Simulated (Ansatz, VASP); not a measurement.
**Ga in VASP and in Ansatz**

```
Ga
1.0
     1.38300   -4.02650    0.00000
     1.38300    4.02650    0.00000
    -0.11745    0.00000    3.32993
Ga
2
Direct
  0.86900 0.13100 0.25000
  0.13100 0.86900 0.75000
```

Alike in both runs: task single point; functional PBE; k mesh 14 × 14 × 11; occupations fermi-dirac, width 0.03 eV; no spin polarisation.

```csv
,VASP,Ansatz
version,VASP 6.6.1,Ansatz 0.2.0
potentials or method,"VASP PAW PBE potentials, release 64 (Ga_d), cutoff 520 eV","all-electron LAPW, scalar-relativistic"
```

Ansatz gave:

| Quantity | Value |
| --- | --- |
| pressure (GPa) | 1.8 |
| traceless stress, the component that is largest in VASP (GPa) | -0.18 |
| rms of the force components (eV/Å) | 0.109 |

Which values does VASP return?

Pressure (GPa): 1.8; traceless stress, the component that is largest in VASP (GPa): -0.20; rms of the force components (eV/Å): 0.110.

Atom by atom the forces differ by 0.001 eV/Å (rms over components). Ansatz ran all-electron here, and VASP with PAW potentials.
